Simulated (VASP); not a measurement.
# BAs in VASP: further runs, part 2 of 2

VASP 6.6.1.

## (4) Electric field gradients, PBE (equal xx and yy strain of -2 %)

Input file INCAR:

```
SYSTEM = BAs
PREC = Accurate ; ENCUT = 520
EDIFF = 1E-8 ; ISMEAR = -1
SIGMA = 0.03 ; LREAL = .FALSE.
LASPH = .TRUE. ; NELM = 100
ALGO = Normal ; ISIF = 2
LWAVE = .FALSE. ; LCHARG = .FALSE.
GGA = PE ; LEFG = .TRUE.
NBANDS = 11
```

Input file KPOINTS:

```
regular mesh
0
G
  15 15 15
  0 0 0
```

Input file POSCAR:

```
BAs
1.0
    0.0000000000      2.3407300000      2.3885000000
    2.3407300000      0.0000000000      2.3885000000
    2.3407300000      2.3407300000      0.0000000000
B As
1 1
Direct
    0.0000000000      0.0000000000      0.0000000000
    0.7500000000      0.7500000000      0.7500000000
```

Potentials or basis: VASP PAW PBE potentials, release 64 (B, As).

Started as:

```console
$ cat potpaw_PBE.64/B/POTCAR potpaw_PBE.64/As/POTCAR > POTCAR
$ mpirun -np 1 vasp_std > vasp.out
```

OUTCAR:

```text
SYSTEM = BAs
   PREC = Accurate
   ENCUT = 520
   EDIFF = 1E-8
   ISMEAR = -1
   LREAL = .FALSE.
   LASPH = .TRUE.
   NELM = 100
   ISIF = 2
   GGA = PE

 ion  position               nearest neighbor table
   1  0.000  0.000  0.000-   2 2.04   2 2.04   2 2.04   2 2.04
   2  0.750  0.750  0.750-   1 2.04   1 2.04   1 2.04   1 2.04

  LATTYP: Found a body centered tetragonal cell.
 ALAT       =     3.3102921119
 C/A-ratio  =     1.4430750636

  Lattice vectors:

 A1 = (  -2.3407300000,   0.0000000000,   2.3885000000)
 A2 = (   2.3407300000,   0.0000000000,   2.3885000000)
 A3 = (   0.0000000000,   2.3407300000,  -2.3885000000)

Analysis of symmetry for initial positions (statically):
=====================================================================
 Subroutine PRICEL returns:
 Original cell was already a primitive cell.

 Routine SETGRP: Setting up the symmetry group for a
 body centered tetragonal supercell.

 Subroutine GETGRP returns: Found  8 space group operations
 (whereof  8 operations were pure point group operations)
 out of a pool of 16 trial point group operations.

The static configuration has the point symmetry D_2d.

Analysis of symmetry for dynamics (positions and initial velocities):
=====================================================================
 Subroutine PRICEL returns:
 Original cell was already a primitive cell.

 Routine SETGRP: Setting up the symmetry group for a
 body centered tetragonal supercell.

 Subroutine GETGRP returns: Found  8 space group operations
 (whereof  8 operations were pure point group operations)
 out of a pool of 16 trial point group operations.

The dynamic configuration has the point symmetry D_2d.

 Subroutine INISYM returns: Found  8 space group operations
 (whereof  8 operations are pure point group operations),
 and found     1 'primitive' translations

----------------------------------------------------------------------------------------

                                     Primitive cell

  volume of cell :      26.1733

  direct lattice vectors                    reciprocal lattice vectors
     0.000000000  2.340730000  2.388500000    -0.213608575  0.213608575  0.209336404
     2.340730000  0.000000000  2.388500000     0.213608575 -0.213608575  0.209336404
     2.340730000  2.340730000  0.000000000     0.213608575  0.213608575 -0.209336404

  length of vectors
     3.344241197  3.344241197  3.310292112     0.367530919  0.367530919  0.367530919

  position of ions in fractional coordinates (direct lattice)
     0.000000000  0.000000000  0.000000000
     0.750000000  0.750000000  0.750000000

  ion indices of the primitive-cell ions
   primitive index   ion index
                 1           1
                 2           2

----------------------------------------------------------------------------------------

 KPOINTS: regular mesh

Automatic generation of k-mesh.
 Grid dimensions read from file:
 generate k-points for:   15   15   15

[... 73 lines left out ...]
   PSTRESS=    0.0 pullay stress
   NELECT =       8.0000    total number of electrons
   NUPDOWN=      -1.0000    fix difference up-down
   EMIN   =  10.00;   EMAX   =-10.00  energy-range for DOS
   EFERMI =   0.00;   METHOD = LEGACY
   ISMEAR =    -1;   SIGMA  =   0.03  broadening in eV -4-tet -1-fermi 0-gaus
   EFERMI_NEDOS =   21; number of points for ismear=-14 and -15
   IALGO  =     38    algorithm
   IMIX   =      4    mixing-type and parameters
     AMIX     =   0.40;   BMIX     =  1.00
     AMIX_MAG =   1.60;   BMIX_MAG =  1.00
  volume/ion in A,a.u.               =      13.09        88.31
  Fermi-wavevector in a.u.,A,eV,Ry     =   1.102771  2.083936 16.546113  1.216105
  Thomas-Fermi vector in A             =   2.239219
   LORBIT       =      0    0 simple, 1 ext, 2 COOP (PROOUT), +10 PAW based schemes
   GGA     = PE    functional components
   LHFCALC =     F    Hartree Fock is set to
   AEXX    =    0.0000 exact exchange contribution
   IVDW    =     0    specifies the selected vdW correction
   LEPSILON=     F    determine dielectric tensor
   LRPA    =     F    only Hartree local field effects (RPA)
 non-spin polarized calculation
  energy-cutoff  :      520.00
  volume of cell :       26.17
 maximum number of plane-waves:       717
 NGX is ok and might be reduce to    28
   NGX = 13   NGY = 13   NGZ = 13

 number of electron       8.0000000 magnetization

 Free energy of the ion-electron system (eV)
  ---------------------------------------------------
  ext. energy  EPLUGINS =         0.00000000
  ---------------------------------------------------
  free energy    TOTEN  =       -11.35777306 eV

  energy without entropy =      -11.35777306  energy(sigma->0) =      -11.35777306

 E-fermi :   7.1236     XC(G=0): -10.7608

 val. band max:        6.6484528254   @ k =   0.0000   0.0000   0.0000
 cond. band min:       7.6245012934   @ k =   0.4000   0.0000   0.4000
 fundamental gap:      0.9760484679
 Fermi energy:         7.1235733246

 k-point     1 :       0.0000    0.0000    0.0000
  band No.  band energies     occupation
      1      -9.1966      2.00000
      2       6.4430      2.00000
      3       6.6485      2.00000
      4       6.6485      2.00000
      5       9.8678      0.00000
      6       9.8678      0.00000
      7       9.9981      0.00000
      8      11.7816      0.00000
      9      16.3667      0.00000
     10      19.3899      0.00000
     11      19.9836      0.00000
[... 309 lines left out ...]
 k-point    24 :       0.2000    0.1333    0.0000
  band No.  band energies     occupation
      1      -8.5346      2.00000
      2       3.6853      2.00000
      3       4.8932      2.00000
      4       5.0375      2.00000
      5       9.2460      0.00000
      6      11.8864      0.00000
      7      12.2984      0.00000
      8      12.8836      0.00000
      9      16.3346      0.00000
     10      18.6935      0.00000
     11      20.1455      0.00000

 [... further k-points ...]
[... 5 lines left out ...]
  --------------------------------------------------------------------------------------
  -------------------------------------------------------------------------------------
  Total        1.8466796      1.8466796      1.1206531      0.0000000      0.0000000      0.0000000
  in kB      113.0431475    113.0431475     68.5999633      0.0000000      0.0000000      0.0000000
  external PRESSURE =      98.2287528 kB  Pullay stress =       0.0000000 kB

 VOLUME and BASIS-vectors are now :
 -----------------------------------------------------------------------------
  energy-cutoff  :      520.00
  volume of cell :       26.17
      direct lattice vectors                 reciprocal lattice vectors
     0.000000000  2.340730000  2.388500000    -0.213608575  0.213608575  0.209336404
     2.340730000  0.000000000  2.388500000     0.213608575 -0.213608575  0.209336404
     2.340730000  2.340730000  0.000000000     0.213608575  0.213608575 -0.209336404

 POSITION                                       TOTAL-FORCE (eV/Angst)
 -----------------------------------------------------------------------------------
      0.00000      0.00000      0.00000        -0.000000     -0.000000     -0.000000
      3.51110      3.51110      3.58275         0.000000      0.000000      0.000000
 -----------------------------------------------------------------------------------
    total drift:                                0.000000      0.000000      0.000000

  FREE ENERGIE OF THE ION-ELECTRON SYSTEM (eV)
  ---------------------------------------------------
  free  energy   TOTEN  =       -11.3577730638 eV

  energy  without entropy=      -11.3577730636  energy(sigma->0) =      -11.35777306

 Electric field gradients (V/A^2)
---------------------------------------------------------------------
 ion       V_xx      V_yy      V_zz      V_xy      V_xz      V_yz
---------------------------------------------------------------------
   1      -0.096    -0.096     0.192    -0.000    -0.000    -0.000
   2      -1.287    -1.287     2.574     0.000     0.000     0.000
---------------------------------------------------------------------

 Electric field gradients after diagonalization (V/A^2)
 (convention: |V_zz| > |V_xx| > |V_yy|)
----------------------------------------------------------------------
 ion       V_xx      V_yy      V_zz     asymmetry (V_yy - V_xx)/ V_zz
----------------------------------------------------------------------
   1      -0.096    -0.096     0.192       0.000
   2      -1.287    -1.287     2.574       0.000
----------------------------------------------------------------------

           NMR quadrupolar parameters

 Cq : quadrupolar parameter    Cq=e*Q*V_zz/h
 eta: asymmetry parameters     (V_yy - V_xx)/ V_zz
 Q  : nuclear electric quadrupole moment in mb (millibarn)
----------------------------------------------------------------------
 ion       Cq(MHz)       eta       Q (mb)
----------------------------------------------------------------------
   1       0.000       0.000       1.000
   2       0.006       0.000       1.000
----------------------------------------------------------------------
```

Run time: 2.3 min. Hardware: 1 thread of AMD EPYC 7R13 (Zen 3), shared host; peak memory 0.19 GiB.

What came out:

| Property | Result |
| --- | --- |
| Free energy | -11.3578 eV |
| Pressure | 9.8 GPa |
| Band gap on the k mesh | 0.98 eV, indirect (least direct gap 3.22 eV) |

Stress tensor (GPa, compression positive):
```
11.30  0.00  0.00
 0.00 11.30  0.00
 0.00  0.00  6.86
```

Electric field gradients, principal values (V/Å²):
| atom | least | middle | greatest (by size) |
| --- | --- | --- | --- |
| 1 B | -0.096 | -0.096 | 0.192 |
| 2 As | -1.287 | -1.287 | 2.574 |

Caveat: the cell differs from its parent crystal (equal xx and yy strain of -2 %); without QUAD_EFG the Cq values of the log hold for a quadrupole moment of 1 mb, not for the nuclei. A k mesh can miss the band edges.
